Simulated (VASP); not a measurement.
# PbO (Pmmn) in VASP: a series of runs

PbO is run at these levels: PBEsol; tasks: single point.

Everything below comes from runs of VASP 6.6.1. Logs are shortened: lines on timing, memory, paths and dates and some standing lists are left out, and cuts for length are marked.

## Step 1: The cell of the first run

The structure is orthorhombic, space group Pmmn (No. 59). The conventional cell has a = 3.855 Å, b = 4.094 Å, c = 5.022 Å, α = 90.00°, β = 90.00°, γ = 90.00°. Pb (site symmetry mm2) has 4 O at 2.26 to 2.36 Å within 3.0 Å. O (site symmetry mm2) has 4 Pb at 2.26 to 2.36 Å and 4 O at 2.81 Å within 3.0 Å.

## Step 2: Single point, PBEsol (strain +0.0300 x Voigt [1, -1, 0, 0, 0, 0])

Input file INCAR:

```
PREC = Accurate ; ENCUT = 520
EDIFF = 1E-6 ; ISMEAR = 0
SIGMA = 0.05 ; LREAL = F
LASPH = T ; NELM = 100
ALGO = Normal ; ISIF = 2
LWAVE = F ; LCHARG = T
GGA = PS ; LELF = T
LVHAR = T ; NBANDS = 28
```

Input file KPOINTS:

```
Automatic mesh
0
Gamma
  8 8 6
```

Input file POSCAR:

```
PbO
1.0
    4.0936320000      0.0000000000      0.0000000000
    0.0000000000      3.8551680000      0.0000000000
    0.0000000000      0.0000000000      5.0220000000
Pb O
2 2
Direct
    0.0000000000      0.5000000000      0.2351000000
    0.5000000000      0.0000000000      0.7649000000
    0.0000000000      0.0000000000      0.0000000000
    0.5000000000      0.5000000000      0.0000000000
```

Potentials or basis: VASP PAW PBE potentials, release 64 (Pb_d, O).

Started as:

```
$ cat potpaw_PBE.64/Pb_d/POTCAR potpaw_PBE.64/O/POTCAR > POTCAR
$ mpirun -np 1 vasp_std > vasp.out
```

OUTCAR:

```text
PREC = Accurate
   ENCUT = 520
   EDIFF = 1E-6
   ISMEAR = 0
   LREAL = F
   LASPH = T
   NELM = 100
   ISIF = 2
   GGA = PS

 ion  position               nearest neighbor table
   1  0.000  0.500  0.235-   3 2.26   3 2.26   4 2.36   4 2.36   2 3.67   2 3.67   2 3.67   2 3.67
                             2 3.87   2 3.87   2 3.87   2 3.87
   2  0.500  0.000  0.765-   4 2.26   4 2.26   3 2.36   3 2.36   1 3.67   1 3.67   1 3.67   1 3.67
                             1 3.87   1 3.87   1 3.87   1 3.87
   3  0.000  0.000  0.000-   1 2.26   1 2.26   2 2.36   2 2.36
   4  0.500  0.500  0.000-   2 2.26   2 2.26   1 2.36   1 2.36

  LATTYP: Found a simple orthorhombic cell.
 ALAT       =     3.8551680000
 B/A-ratio  =     1.0618556701
 C/A-ratio  =     1.3026669655

  Lattice vectors:

 A1 = (   0.0000000000,  -3.8551680000,   0.0000000000)
 A2 = (   4.0936320000,   0.0000000000,   0.0000000000)
 A3 = (   0.0000000000,   0.0000000000,   5.0220000000)

Analysis of symmetry for initial positions (statically):
=====================================================================
 Subroutine PRICEL returns:
 Original cell was already a primitive cell.

 Routine SETGRP: Setting up the symmetry group for a
 simple orthorhombic supercell.

 Subroutine GETGRP returns: Found  8 space group operations
 (whereof  4 operations were pure point group operations)
 out of a pool of  8 trial point group operations.

The static configuration has the point symmetry C_2v.
 The point group associated with its full space group is D_2h.

Analysis of symmetry for dynamics (positions and initial velocities):
=====================================================================
 Subroutine PRICEL returns:
 Original cell was already a primitive cell.

 Routine SETGRP: Setting up the symmetry group for a
 simple orthorhombic supercell.

 Subroutine GETGRP returns: Found  8 space group operations
 (whereof  4 operations were pure point group operations)
 out of a pool of  8 trial point group operations.

The dynamic configuration has the point symmetry C_2v.
 The point group associated with its full space group is D_2h.

 Subroutine INISYM returns: Found  8 space group operations
 (whereof  4 operations are pure point group operations),
 and found     1 'primitive' translations

----------------------------------------------------------------------------------------

[... 89 lines left out ...]
   ICHARG =      2    charge: 1-file 2-atom 10-const
   ISPIN  =      1    spin polarized calculation?
   LNONCOLLINEAR =      F non collinear calculations
   LSORBIT =      F    spin-orbit coupling
   LASPH  =      T    aspherical Exc in radial PAW
   ENCUT  =  520.0 eV  38.22 Ry    6.18 a.u.   7.61  7.17  9.34*2*pi/ulx,y,z
   NELM   =    100;   NELMIN=  2; NELMDL= -5     # of ELM steps
   EDIFF  = 0.1E-05   stopping-criterion for ELM
   LREAL  =      F    real-space projection
   EDIFFG = 0.1E-04   stopping-criterion for IOM
   NSW    =      0    number of steps for IOM
   IBRION =     -1    ionic relax: 0-MD 1-quasi-New 2-CG
   NFREE  =      0    steps in history (QN), initial steepest desc. (CG)
   ISIF   =      2    stress and relaxation
   ISYM   =      2    0-nonsym 1-usesym 2-fastsym
   POTIM  = 0.5000    time-step for ionic-motion
   TEBEG  =    0.0;   TEEND  =   0.0 temperature during run
   PSTRESS=    0.0 pullay stress
   NELECT =      40.0000    total number of electrons
   NUPDOWN=      -1.0000    fix difference up-down
   EMIN   =  10.00;   EMAX   =-10.00  energy-range for DOS
   EFERMI =   0.00;   METHOD = LEGACY
   ISMEAR =     0;   SIGMA  =   0.05  broadening in eV -4-tet -1-fermi 0-gaus
   EFERMI_NEDOS =   21; number of points for ismear=-14 and -15
   IALGO  =     38    algorithm
   IMIX   =      4    mixing-type and parameters
     AMIX     =   0.40;   BMIX     =  1.00
     AMIX_MAG =   1.60;   BMIX_MAG =  1.00
  volume/ion in A,a.u.               =      19.81       133.71
  Fermi-wavevector in a.u.,A,eV,Ry     =   1.303423  2.463111 23.115078  1.698910
  Thomas-Fermi vector in A             =   2.434426
   LORBIT       =      0    0 simple, 1 ext, 2 COOP (PROOUT), +10 PAW based schemes
   GGA     = PS    functional components
   LHFCALC =     F    Hartree Fock is set to
   AEXX    =    0.0000 exact exchange contribution
   IVDW    =     0    specifies the selected vdW correction
   LEPSILON=     F    determine dielectric tensor
   LRPA    =     F    only Hartree local field effects (RPA)
 non-spin polarized calculation
 Gauss-broadening in eV      SIGMA  =   0.05
  energy-cutoff  :      520.00
  volume of cell :       79.26
 maximum number of plane-waves:      2162
   NGX = 15   NGY = 15   NGZ = 19

 number of electron      39.9999998 magnetization

 Free energy of the ion-electron system (eV)
  ---------------------------------------------------
  ext. energy  EPLUGINS =         0.00000000
  ---------------------------------------------------
  free energy    TOTEN  =       -22.83719604 eV

  energy without entropy =      -22.83719604  energy(sigma->0) =      -22.83719604

 E-fermi :   5.2700     XC(G=0): -10.0839

 val. band max:        5.0412399545   @ k =   0.0000   0.1250   0.0000
 cond. band min:       6.2037029502   @ k =   0.5000   0.5000   0.0000
 fundamental gap:      1.1624629957
 Fermi energy:         5.2699900149

 k-point     1 :       0.0000    0.0000    0.0000
  band No.  band energies     occupation
      1     -13.4360      2.00000
      2     -12.8610      2.00000
      3     -10.9515      2.00000
      4     -10.9498      2.00000
      5     -10.8813      2.00000
      6     -10.8593      2.00000
[... 733 lines left out ...]
     27      13.3268      0.00000
     28      13.3268      0.00000

 [... further k-points ...]
[... 5 lines left out ...]
  --------------------------------------------------------------------------------------
  -------------------------------------------------------------------------------------
  Total       -0.3978060      1.8142709      0.6536261      0.0000000      0.0000000      0.0000000
  in kB       -8.0417965     36.6761645     13.2132964      0.0000000      0.0000000      0.0000000
  external PRESSURE =      13.9492215 kB  Pullay stress =       0.0000000 kB

 VOLUME and BASIS-vectors are now :
 -----------------------------------------------------------------------------
  energy-cutoff  :      520.00
  volume of cell :       79.26
      direct lattice vectors                 reciprocal lattice vectors
     4.093632000  0.000000000  0.000000000     0.244281850  0.000000000  0.000000000
     0.000000000  3.855168000  0.000000000     0.000000000  0.259392068  0.000000000
     0.000000000  0.000000000  5.022000000     0.000000000  0.000000000  0.199123855

 POSITION                                       TOTAL-FORCE (eV/Angst)
 -----------------------------------------------------------------------------------
      0.00000      1.92758      1.18067         0.000000      0.000000      0.246115
      2.04682      0.00000      3.84133         0.000000      0.000000     -0.246115
      0.00000      0.00000      0.00000         0.000000      0.000000     -0.484424
      2.04682      1.92758      0.00000         0.000000      0.000000      0.484424
 -----------------------------------------------------------------------------------
    total drift:                                0.000000      0.000000     -0.000000

  FREE ENERGIE OF THE ION-ELECTRON SYSTEM (eV)
  ---------------------------------------------------
  free  energy   TOTEN  =       -22.8371960404 eV

  energy  without entropy=      -22.8371960404  energy(sigma->0) =      -22.83719604
```

Run time: 1.7 min. Hardware: 1 thread of AMD EPYC 9R45 (Zen 5), shared host; peak memory 0.28 GiB.

What came out:

- Free energy: -22.8372 eV
- Pressure: 1.4 GPa
- Largest force: 0.484 eV/Å
- Band gap on the k mesh: 1.16 eV, indirect (least direct gap 2.26 eV)

Forces in eV/Å, atoms in the order of the input:
```
Pb   0.000  0.000  0.246
Pb   0.000  0.000 -0.246
O    0.000  0.000 -0.484
O    0.000  0.000  0.484
```

Stress tensor (GPa, compression positive):
```
-0.80  0.00  0.00
 0.00  3.67  0.00
 0.00  0.00  1.32
```

Levels at points of the mesh, in eV from the valence-band top:
| k point | band 18 | band 19 | band 20 | band 21 | band 22 | band 23 |
| --- | --- | --- | --- | --- | --- | --- |
| (0.00, 0.00, 0.00) | -1.78 | -1.62 | -0.04 | 2.29 | 5.20 | 5.32 |
| (0.50, 0.00, 0.00) | -3.12 | -1.71 | -1.71 | 3.27 | 3.27 | 6.30 |
| (0.00, 0.50, 0.00) | -3.12 | -1.70 | -1.70 | 3.37 | 3.37 | 6.31 |
| (0.50, 0.50, 0.00) | -1.68 | -1.13 | -1.13 | 1.16 | 1.16 | 5.21 |
| (0.00, 0.00, 0.50) | -1.79 | -1.64 | -0.99 | 1.85 | 3.45 | 4.18 |
| (0.50, 0.00, 0.50) | -3.08 | -0.96 | -0.96 | 2.85 | 2.85 | 6.71 |
| (0.00, 0.50, 0.50) | -3.08 | -1.11 | -1.11 | 3.17 | 3.17 | 5.95 |
| (0.50, 0.50, 0.50) | -2.26 | -1.13 | -1.13 | 3.42 | 3.42 | 4.63 |

Caveat: the cell differs from its parent crystal (strain +0.0300 x Voigt [1, -1, 0, 0, 0, 0]); the PAW data sets were made with another functional, which shifts forces and pressure a little; spin-orbit coupling is left out, which moves the levels of the heavy elements.

## Step 3: Single point, PBEsol (strain -0.0200 x Voigt [1, -1, 0, 0, 0, 0])

Input file INCAR:

```
SYSTEM = PbO
ALGO     = Normal         ! electronic algorithm
EDIFF    = 1E-7           ! SCF threshold, eV
ENCUT    = 520            ! plane-wave cutoff, eV
GGA      = PS             ! functional
ISIF     = 2              ! what is computed and relaxed
ISMEAR   = 0              ! smearing method
LASPH    = .TRUE.         ! aspherical terms in the spheres
LCHARG   = .FALSE.        ! write CHGCAR
LREAL    = .FALSE.        ! projectors in reciprocal space
LWAVE    = .FALSE.        ! write WAVECAR
NBANDS   = 28             ! bands
NELM     = 60             ! most SCF steps
PREC     = Accurate       ! precision mode
SIGMA    = 0.05           ! smearing width, eV
```

Input file KPOINTS:

```
k-points
0
G
  8 8 6
  0 0 0
```

POSCAR: that of step 2 with these lines changed.

```diff
@@ -2,4 +2,4 @@
 1.0
-    4.0936320000      0.0000000000      0.0000000000
-    0.0000000000      3.8551680000      0.0000000000
+    3.8949120000      0.0000000000      0.0000000000
+    0.0000000000      4.0538880000      0.0000000000
     0.0000000000      0.0000000000      5.0220000000
```

Potentials or basis: VASP PAW PBE potentials, release 64 (Pb_d, O).

Started as:

```
$ cat potpaw_PBE.64/Pb_d/POTCAR potpaw_PBE.64/O/POTCAR > POTCAR
$ mpirun -np 1 vasp_std > vasp.out
```

Wall time 100 s (1 thread of AMD EPYC 9R45 (Zen 5), shared host); peak memory 0.28 GiB.

The run converged. Its results:

```
Free energy            : -22.8559 eV
Pressure               : 1.2 GPa
Largest force          : 0.321 eV/Å
Band gap on the k mesh : 1.17 eV, indirect (least direct gap 2.24 eV)
```

Forces on the atoms (eV/Å):
```
Pb   0.000  0.000  0.199
Pb   0.000  0.000 -0.199
O    0.000  0.000  0.321
O    0.000  0.000 -0.321
```

Stress tensor (GPa, compression positive):
```
 2.70  0.00  0.00
 0.00 -0.26  0.00
 0.00  0.00  1.09
```

Levels at points of the mesh, in eV from the valence-band top:
```csv
k point,band 18,band 19,band 20,band 21,band 22,band 23
"(0.00, 0.00, 0.00)",-1.76,-1.65,-0.03,2.29,5.33,5.35
"(0.50, 0.00, 0.00)",-3.10,-1.69,-1.69,3.36,3.36,6.43
"(0.00, 0.50, 0.00)",-3.11,-1.70,-1.70,3.30,3.30,6.36
"(0.50, 0.50, 0.00)",-1.67,-1.11,-1.11,1.17,1.17,5.20
"(0.00, 0.00, 0.50)",-1.79,-1.68,-0.97,1.83,3.63,4.19
"(0.50, 0.00, 0.50)",-3.07,-1.07,-1.07,3.13,3.13,6.07
"(0.00, 0.50, 0.50)",-3.07,-0.97,-0.97,2.91,2.91,6.57
"(0.50, 0.50, 0.50)",-2.26,-1.11,-1.11,3.43,3.43,4.65
```

Caveat: the cell differs from its parent crystal (strain -0.0200 x Voigt [1, -1, 0, 0, 0, 0]); the PAW data sets were made with another functional, which shifts forces and pressure a little; spin-orbit coupling is left out, which moves the levels of the heavy elements. A k mesh can miss the band edges.
